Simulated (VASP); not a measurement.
# GaN (P6_3mc) in VASP: settings compared

Aim: see how the results for GaN move with the level of theory and the settings. Levels: revPBE+D3(BJ), BLYP+D3(BJ), RPBE+D4. Tasks: relaxation of shape and atoms at fixed volume.

Program: VASP 6.6.1. These are calculated values, not measurements. Logs are shortened: lines on timing, memory, paths and dates and some standing lists are left out, and cuts for length are marked.

### 1 The cell of the first run

It takes space group P6_3mc (No. 186, hexagonal). The conventional cell has a = 3.150 Å, b = 3.150 Å, c = 5.131 Å, α = 90.00°, β = 90.00°, γ = 120.00°. Within 2.6 Å of Ga (site symmetry 3m) lie 4 N at 1.93 Å. N (site symmetry 3m) has 4 Ga at 1.93 Å within 2.6 Å.

### 2 Relaxation of shape and atoms at fixed volume, revPBE+D3(BJ) (volume scaled by 0.96)

File INCAR:

```
  ALGO = Normal
  EDIFF = 1E-6
  EDIFFG = -0.01
  ENCUT = 600
  GGA = RE
  IBRION = 2
  ISIF = 4
  ISMEAR = 0
  IVDW = 12
  LASPH = True
  LCHARG = False
  LREAL = False
  LWAVE = False
  NELM = 100
  NSW = 60
  PREC = Accurate
  SIGMA = 0.05
```

File KPOINTS:

```
k-points
0
Gamma
  8 8 6
```

File POSCAR:

```
GaN
1.0
    3.1499866270      0.0000000001      0.0000000000
   -1.5749933136      2.7279684406      0.0000000000
    0.0000000000      0.0000000000      5.1309481544
Ga N
2 2
Direct
    0.3333333333      0.6666666667     -0.0008277438
    0.6666666667      0.3333333333      0.4991722562
    0.3333333333      0.6666666667      0.3758277438
    0.6666666667      0.3333333333      0.8758277438
```

Potentials or basis: VASP PAW PBE potentials, release 64 (Ga_d, N).

Launch:

```bash
cat potpaw_PBE.64/Ga_d/POTCAR potpaw_PBE.64/N/POTCAR > POTCAR
mpirun -np 1 vasp_std > vasp.out
```

OUTCAR:

```text
EDIFF = 1E-6
   EDIFFG = -0.01
   ENCUT = 600
   GGA = RE
   IBRION = 2
   ISIF = 4
   ISMEAR = 0
   IVDW = 12
   LASPH = True
   LREAL = False
   NELM = 100
   NSW = 60
   PREC = Accurate
 IVDW          = 12

 ion  position               nearest neighbor table
   1  0.333  0.667  0.999-   4 1.93   4 1.93   4 1.93   3 1.93
   2  0.667  0.333  0.499-   3 1.93   3 1.93   3 1.93   4 1.93
   3  0.333  0.667  0.376-   2 1.93   2 1.93   2 1.93   1 1.93
   4  0.667  0.333  0.876-   1 1.93   1 1.93   1 1.93   2 1.93

  LATTYP: Found a hexagonal cell.
 ALAT       =     3.1499866270
 C/A-ratio  =     1.6288793452

  Lattice vectors:

 A1 = (   3.1499866270,   0.0000000001,   0.0000000000)
 A2 = (  -1.5749933136,   2.7279684406,   0.0000000000)
 A3 = (   0.0000000000,   0.0000000000,   5.1309481544)

Analysis of symmetry for initial positions (statically):
=====================================================================
 Subroutine PRICEL returns:
 Original cell was already a primitive cell.

 Routine SETGRP: Setting up the symmetry group for a
 hexagonal supercell.

 Subroutine GETGRP returns: Found 12 space group operations
 (whereof  6 operations were pure point group operations)
 out of a pool of 24 trial point group operations.

The static configuration has the point symmetry C_3v.
 The point group associated with its full space group is C_6v.

Analysis of symmetry for dynamics (positions and initial velocities):
=====================================================================
 Subroutine PRICEL returns:
 Original cell was already a primitive cell.

 Routine SETGRP: Setting up the symmetry group for a
 hexagonal supercell.

 Subroutine GETGRP returns: Found 12 space group operations
 (whereof  6 operations were pure point group operations)
 out of a pool of 24 trial point group operations.

The dynamic configuration has the point symmetry C_3v.
 The point group associated with its full space group is C_6v.

 Subroutine INISYM returns: Found 12 space group operations
 (whereof  6 operations are pure point group operations),
 and found     1 'primitive' translations

----------------------------------------------------------------------------------------

                                     Primitive cell

  volume of cell :      44.0906

  direct lattice vectors                    reciprocal lattice vectors
     3.149986627  0.000000000  0.000000000     0.317461665  0.183286578  0.000000000
    -1.574993314  2.727968441  0.000000000    -0.000000000  0.366573156  0.000000000
     0.000000000  0.000000000  5.130948154     0.000000000  0.000000000  0.194895752

  length of vectors
     3.149986627  3.149986627  5.130948154     0.366573156  0.366573156  0.194895752

  position of ions in fractional coordinates (direct lattice)
     0.333333333  0.666666667  0.999172256
     0.666666667  0.333333333  0.499172256
     0.333333333  0.666666667  0.375827744
     0.666666667  0.333333333  0.875827744

  ion indices of the primitive-cell ions
   primitive index   ion index
                 1           1
                 2           2
                 3           3
                 4           4

----------------------------------------------------------------------------------------

 KPOINTS: k-points

Automatic generation of k-mesh.
 Grid dimensions read from file:
 generate k-points for:    8    8    6

 Generating k-lattice:

  Cartesian coordinates                     Fractional coordinates (reciprocal lattice)
     0.039682708  0.022910822  0.000000000     0.125000000  0.000000000  0.000000000
    -0.000000000  0.045821644  0.000000000     0.000000000  0.125000000  0.000000000
     0.000000000  0.000000000  0.032482625     0.000000000  0.000000000  0.166666667

  Length of vectors
     0.045821644  0.045821644  0.032482625

  Shift w.r.t. Gamma in fractional coordinates (k-lattice)
     0.000000000  0.000000000  0.000000000

 Subroutine IBZKPT returns following result:
 ===========================================

 Found     40 irreducible k-points:

 Following reciprocal coordinates:
            Coordinates               Weight
  0.000000  0.000000  0.000000      1.000000
  0.125000 -0.000000  0.000000      6.000000
  0.250000 -0.000000  0.000000      6.000000
  0.375000 -0.000000  0.000000      6.000000
  0.500000 -0.000000  0.000000      3.000000
  0.125000  0.125000  0.000000      6.000000
[... 16 lines left out ...]
  0.250000 -0.000000  0.333333     12.000000
  0.375000 -0.000000  0.333333     12.000000
 [... further k-points ...]
   k-points           NKPTS =     40   k-points in BZ     NKDIM =     40   number of bands    NBANDS=     22
   number of dos      NEDOS =    301   number of ions     NIONS =      4
   total plane-waves  NPLWV =  32928
   dimension x,y,z NGX =    28 NGY =   28 NGZ =   42
   dimension x,y,z NGXF=    56 NGYF=   56 NGZF=   84
   ions per type =               2   2
[... 27 lines left out ...]
   ISMEAR =     0;   SIGMA  =   0.05  broadening in eV -4-tet -1-fermi 0-gaus
   EFERMI_NEDOS =   21; number of points for ismear=-14 and -15
   IALGO  =     38    algorithm
   IMIX   =      4    mixing-type and parameters
     AMIX     =   0.40;   BMIX     =  1.00
     AMIX_MAG =   1.60;   BMIX_MAG =  1.00
  volume/ion in A,a.u.               =      11.02        74.38
  Fermi-wavevector in a.u.,A,eV,Ry     =   1.530126  2.891518 31.855111  2.341285
  Thomas-Fermi vector in A             =   2.637652
   LORBIT       =      0    0 simple, 1 ext, 2 COOP (PROOUT), +10 PAW based schemes
   GGA     = RE    functional components
   LHFCALC =     F    Hartree Fock is set to
   AEXX    =    0.0000 exact exchange contribution
   IVDW    =    12    specifies the selected vdW correction
   LEPSILON=     F    determine dielectric tensor
   LRPA    =     F    only Hartree local field effects (RPA)
 conjugate gradient relaxation of ions
 non-spin polarized calculation
 Gauss-broadening in eV      SIGMA  =   0.05
  energy-cutoff  :      600.00
  volume of cell :       44.09
 maximum number of plane-waves:      1496
 NGX is ok and might be reduce to    28
   NGX = 13   NGY = 13   NGZ = 21

 number of electron      35.9999990 magnetization

 Free energy of the ion-electron system (eV)
  ---------------------------------------------------
  ext. energy  EPLUGINS =         0.00000000
  ---------------------------------------------------
  free energy    TOTEN  =       -22.77381988 eV

  energy without entropy =      -22.77381988  energy(sigma->0) =      -22.77381988

 E-fermi :   6.0536     XC(G=0): -11.7204

 val. band max:        5.8125018220   @ k =   0.0000   0.0000   0.0000
 cond. band min:       8.0051663581   @ k =   0.0000   0.0000   0.0000
 fundamental gap:      2.1926645361
 Fermi energy:         6.0535612065

 k-point     1 :       0.0000    0.0000    0.0000
  band No.  band energies     occupation
      1     -10.5091      2.00000
      2      -9.4753      2.00000
      3      -7.6604      2.00000
      4      -7.6442      2.00000
      5      -7.6442      2.00000
      6      -7.5756      2.00000
[... 14 lines left out ...]
     21      15.2914      0.00000
     22      15.9659      0.00000

 k-point     2 :       0.1250   -0.0000    0.0000
  band No.  band energies     occupation
      1     -10.3496      2.00000
      2      -9.4316      2.00000
      3      -7.6428      2.00000
      4      -7.6206      2.00000
      5      -7.5975      2.00000
      6      -7.5549      2.00000
[... 14 lines left out ...]
     21      14.6868      0.00000
     22      15.2052      0.00000

 k-point     3 :       0.2500   -0.0000    0.0000
  band No.  band energies     occupation
      1      -9.9659      2.00000
      2      -9.3464      2.00000
      3      -7.6003      2.00000
      4      -7.5786      2.00000
      5      -7.5107      2.00000
      6      -7.4623      2.00000
[... 14 lines left out ...]
     21      13.3908      0.00000
     22      14.5982      0.00000
[... 476 lines left out ...]
 k-point    23 :       0.2500   -0.0000    0.3333
  band No.  band energies     occupation
      1      -9.7456      2.00000
      2      -9.4293      2.00000
      3      -7.5946      2.00000
      4      -7.5516      2.00000
      5      -7.5492      2.00000
      6      -7.4932      2.00000
[... 14 lines left out ...]
     21      13.3287      0.00000
     22      14.2044      0.00000

 k-point    24 :       0.3750   -0.0000    0.3333
  band No.  band energies     occupation
      1      -9.4838      2.00000
      2      -9.3210      2.00000
      3      -7.5997      2.00000
      4      -7.5382      2.00000
      5      -7.5154      2.00000
      6      -7.4249      2.00000
[... 14 lines left out ...]
     21      13.5048      0.00000
     22      14.1828      0.00000

 [... further k-points ...]

------------------------ aborting loop because EDIFF is reached ----------------------------------------

 Edisp (eV)   -2.04034

 E8    (eV) :    -1.3724

  FORCE on cell =-STRESS in cart. coord.  units (eV):
  Direction    XX          YY          ZZ          XY          YZ          ZX
  --------------------------------------------------------------------------------------
  -------------------------------------------------------------------------------------
  Total       2.10594     2.10594     2.14915    -0.00000     0.00000     0.00000
  in kB      76.52635    76.52635    78.09640    -0.00000     0.00000     0.00000
  external pressure =       77.05 kB  Pullay stress =        0.00 kB

 VOLUME and BASIS-vectors are now :
 -----------------------------------------------------------------------------
  energy-cutoff  :      600.00
  volume of cell :       44.09
      direct lattice vectors                 reciprocal lattice vectors
     3.149986627  0.000000000  0.000000000     0.317461665  0.183286578  0.000000000
    -1.574993314  2.727968441  0.000000000    -0.000000000  0.366573156  0.000000000
     0.000000000  0.000000000  5.130948154     0.000000000  0.000000000  0.194895752

 POSITION                                       TOTAL-FORCE (eV/Angst)
 -----------------------------------------------------------------------------------
     -0.00000      1.81865      5.12670         0.000000      0.000000      0.008181
      1.57499      0.90932      2.56123        -0.000000     -0.000000      0.008181
     -0.00000      1.81865      1.92835        -0.000000     -0.000000     -0.008181
      1.57499      0.90932      4.49383         0.000000      0.000000     -0.008181
 -----------------------------------------------------------------------------------
    total drift:                               -0.000000     -0.000000     -0.000544

  FREE ENERGIE OF THE ION-ELECTRON SYSTEM (eV)
  ---------------------------------------------------
  free  energy   TOTEN  =       -24.8141559585 eV

  energy  without entropy=      -24.8141559585  energy(sigma->0) =      -24.81415596

 reached required accuracy - stopping structural energy minimisation
```

Run time: 38 s. Hardware: 1 thread of Intel Xeon Platinum 8488C (Sapphire Rapids), shared host; peak memory 0.21 GiB.

Results:

```
Free energy                  : -24.8142 eV
Pressure after relaxing      : 7.7 GPa
Largest force after relaxing : 0.008 eV/Å
Band gap on the k mesh       : 2.19 eV, direct
Dispersion energy per atom   : -0.510 eV
```

Forces on the atoms (eV/Å):
```
Ga   0.000  0.000  0.008
Ga   0.000  0.000  0.008
N    0.000  0.000 -0.008
N    0.000  0.000 -0.008
```

Stress tensor (GPa, compression positive):
```
7.65 0.00 0.00
0.00 7.65 0.00
0.00 0.00 7.81
```

Final structure:
```
CELL_PARAMETERS angstrom
3.14999 0.00000 0.00000
-1.57499 2.72797 0.00000
0.00000 0.00000 5.13095
ATOMIC_POSITIONS crystal
Ga 0.33333 0.66667 0.99917
Ga 0.66667 0.33333 0.49917
N 0.33333 0.66667 0.37583
N 0.66667 0.33333 0.87583
```

Levels at points of the mesh, in eV from the valence-band top:
```csv
k point,band 14,band 15,band 16,band 17,band 18,band 19,band 20,band 21,band 22
"(0.00, 0.00, 0.00)",-1.07,-1.07,-0.04,0.00,0.00,2.19,4.55,9.48,10.15
"(0.50, 0.00, 0.00)",-5.40,-4.35,-2.86,-2.29,-1.04,5.23,5.81,6.21,8.96
"(0.00, 0.00, 0.50)",-3.90,-0.55,-0.55,-0.55,-0.55,4.53,4.53,8.72,8.72
"(0.50, 0.00, 0.50)",-6.76,-2.02,-2.02,-1.96,-1.96,4.57,4.57,8.05,8.05
```

Caveat: the cell differs from its parent crystal (volume scaled by 0.96); the relaxation stopped at its first step, so nothing moved; the PAW data sets were made with another functional, which shifts forces and pressure a little.

### 3 Relaxation of shape and atoms at fixed volume, BLYP+D3(BJ) (volume scaled by 0.96)

File INCAR:

```
PREC = Accurate ; ENCUT = 600
EDIFF = 1E-7 ; ISMEAR = 0
SIGMA = 0.05 ; LREAL = False
LASPH = True ; NELM = 80
ALGO = Normal ; ISIF = 4
LWAVE = False ; LCHARG = False
GGA = B5 ; ALDAX = 1.0
AGGAX = 1.0 ; AGGAC = 1.0
ALDAC = 0.0 ; IVDW = 12
VDW_S6 = 1.0 ; VDW_S8 = 2.6996
VDW_A1 = 0.4298 ; VDW_A2 = 4.2359
IBRION = 2 ; NSW = 60
EDIFFG = -0.01
```

File KPOINTS:

```
regular mesh
0
Gamma
  8 8 6
```

File POSCAR:

```
GaN
1.0
    3.1578960879      0.0000000001      0.0000000000
   -1.5789480440      2.7348182345      0.0000000000
    0.0000000000      0.0000000000      5.1553225762
Ga N
2 2
Direct
    0.3333333333      0.6666666667     -0.0005890889
    0.6666666667      0.3333333333      0.4994109111
    0.3333333333      0.6666666667      0.3755890889
    0.6666666667      0.3333333333      0.8755890889
```

Potentials or basis: VASP PAW PBE potentials, release 64 (Ga_d, N).

Launch:

```bash
cat potpaw_PBE.64/Ga_d/POTCAR potpaw_PBE.64/N/POTCAR > POTCAR
mpirun -np 1 vasp_std > vasp.out
```

Run time: 1.7 min. Hardware: 1 thread of Intel Xeon Platinum 8488C (Sapphire Rapids), shared host; peak memory 0.21 GiB.

Results (log left out):

```yaml
Free_energy: -24.1200 eV
Energy_gained_by_relaxing: 0.0 meV/atom
Ionic_steps: 3
Pressure_after_relaxing: 9.2 GPa
Band_gap_on_the_k_mesh: 2.16 eV, direct
Dispersion_energy_per_atom: -0.575 eV
```

Final structure:
```
Ga N
1.0
     3.15816    0.00000    0.00000
    -1.57908    2.73505    0.00000
     0.00000    0.00000    5.15445
Ga N
2 2
Direct
  0.33333 0.66667 0.99948
  0.66667 0.33333 0.49948
  0.33333 0.66667 0.37552
  0.66667 0.33333 0.87552
```

Levels at points of the mesh, in eV from the valence-band top:
| k point | band 14 | band 15 | band 16 | band 17 | band 18 | band 19 | band 20 | band 21 | band 22 |
| --- | --- | --- | --- | --- | --- | --- | --- | --- | --- |
| (0.00, 0.00, 0.00) | -1.05 | -1.05 | -0.06 | 0.00 | 0.00 | 2.16 | 4.48 | 9.42 | 10.08 |
| (0.50, 0.00, 0.00) | -5.36 | -4.27 | -2.79 | -2.23 | -1.02 | 5.31 | 5.77 | 6.23 | 8.74 |
| (0.00, 0.00, 0.50) | -3.86 | -0.54 | -0.54 | -0.54 | -0.54 | 4.46 | 4.46 | 8.69 | 8.69 |
| (0.50, 0.00, 0.50) | -6.67 | -1.98 | -1.98 | -1.94 | -1.94 | 4.63 | 4.63 | 7.95 | 7.95 |

Caveat: the cell differs from its parent crystal (volume scaled by 0.96); the PAW data sets were made with another functional, which shifts forces and pressure a little.

### 4 Relaxation of shape and atoms at fixed volume, RPBE+D4

This run uses another cell than the first one, of 11.24 Å³/atom, 1.020 times its volume.

File INCAR:

```
ALGO     = Normal         # electronic algorithm
EDIFF    = 1E-6           # SCF threshold, eV
EDIFFG   = -0.01          # ionic threshold
ENCUT    = 600            # plane-wave cutoff, eV
GGA      = RP             # functional
IBRION   = 2              # ionic algorithm
ISIF     = 4              # what is computed and relaxed
ISMEAR   = 0              # smearing method
IVDW     = 13             # dispersion correction
LASPH    = True           # aspherical terms in the spheres
LCHARG   = False          # write CHGCAR
LREAL    = False          # projectors in reciprocal space
LWAVE    = False          # write WAVECAR
NELM     = 100            # most SCF steps
NSW      = 60             # ionic steps
PREC     = Accurate       # precision mode
SIGMA    = 0.05           # smearing width, eV
```

File KPOINTS:

```
k-points
0
Gamma
  8 8 6
```

File POSCAR:

```
GaN
1.0
    3.1700932471      0.0000000001      0.0000000000
   -1.5850466237      2.7453812843      0.0000000000
    0.0000000000      0.0000000000      5.1674748498
Ga N
2 2
Direct
    0.3333333333      0.6666666667     -0.0007355918
    0.6666666667      0.3333333333      0.4992644082
    0.3333333333      0.6666666667      0.3757355918
    0.6666666667      0.3333333333      0.8757355918
```

Launch:

```bash
cat potpaw_PBE.64/Ga_d/POTCAR potpaw_PBE.64/N/POTCAR > POTCAR
mpirun -np 1 vasp_std > vasp.out
```

It took 42 s on 1 thread of Intel Xeon Platinum 8488C (Sapphire Rapids), shared host; peak memory 0.2 GiB.

The run converged. Its results:

* Free energy: -25.8620 eV
* Pressure after relaxing: -0.4 GPa
* Largest force after relaxing: 0.009 eV/Å
* Band gap on the k mesh: 2.07 eV, direct
* Dispersion energy per atom: -0.821 eV

Forces on the atoms (eV/Å):
```
Ga   0.000  0.000  0.009
Ga   0.000  0.000  0.009
N    0.000  0.000 -0.009
N    0.000  0.000 -0.009
```

Final structure:
```yaml
crystal:
  lattice:
    - [3.17009, 0.00000, 0.00000]
    - [-1.58505, 2.74538, 0.00000]
    - [0.00000, 0.00000, 5.16747]
  atoms:
    - { symbol: Ga, position: [0.33333, 0.66667, 0.99926] }
    - { symbol: Ga, position: [0.66667, 0.33333, 0.49926] }
    - { symbol: N, position: [0.33333, 0.66667, 0.37574] }
    - { symbol: N, position: [0.66667, 0.33333, 0.87574] }
```

Levels at points of the mesh, in eV from the valence-band top:
| k point | band 14 | band 15 | band 16 | band 17 | band 18 | band 19 | band 20 | band 21 | band 22 |
| --- | --- | --- | --- | --- | --- | --- | --- | --- | --- |
| (0.00, 0.00, 0.00) | -1.05 | -1.05 | -0.05 | 0.00 | 0.00 | 2.07 | 4.44 | 9.39 | 10.06 |
| (0.50, 0.00, 0.00) | -5.32 | -4.25 | -2.78 | -2.23 | -1.01 | 5.20 | 5.72 | 6.17 | 8.81 |
| (0.00, 0.00, 0.50) | -3.87 | -0.54 | -0.54 | -0.54 | -0.54 | 4.42 | 4.42 | 8.64 | 8.64 |
| (0.50, 0.00, 0.50) | -6.64 | -1.97 | -1.97 | -1.92 | -1.92 | 4.53 | 4.53 | 7.94 | 7.94 |

Caveat: the relaxation stopped at its first step, so nothing moved; the PAW data sets were made with another functional, which shifts forces and pressure a little. A hybrid or GW would open this gap; RPBE tends to underestimate it.

### 5 Summary

| level | cell | gap on the mesh (eV) | pressure (GPa) | largest force (eV/Å) |
| --- | --- | --- | --- | --- |
| revPBE+D3(BJ) | relaxed from a = 3.150, b = 3.150, c = 5.131 Å, angles 90.0, 90.0, 120.0°, 4 atoms | 2.19 | 7.7 | 0.01 |
| BLYP+D3(BJ) | relaxed from a = 3.158, b = 3.158, c = 5.155 Å, angles 90.0, 90.0, 120.0°, 4 atoms | 2.16 | 9.2 | - |
| RPBE+D4 | relaxed from a = 3.170, b = 3.170, c = 5.167 Å, angles 90.0, 90.0, 120.0°, 4 atoms | 2.07 | -0.4 | 0.01 |

Alike in all rows: task relaxation of shape and atoms at fixed volume; potentials or basis VASP PAW PBE potentials, release 64 (Ga_d, N); no spin polarisation; k mesh 8 × 8 × 6; cutoff (eV) 600; smearing gaussian 0.05 eV.

Caveats: the PAW data sets were made with another functional, which shifts forces and pressure a little; the relaxation stopped at its first step, so nothing moved (some runs).

Total energies depend on the potentials used, so only differences within one code and one set of settings carry meaning.
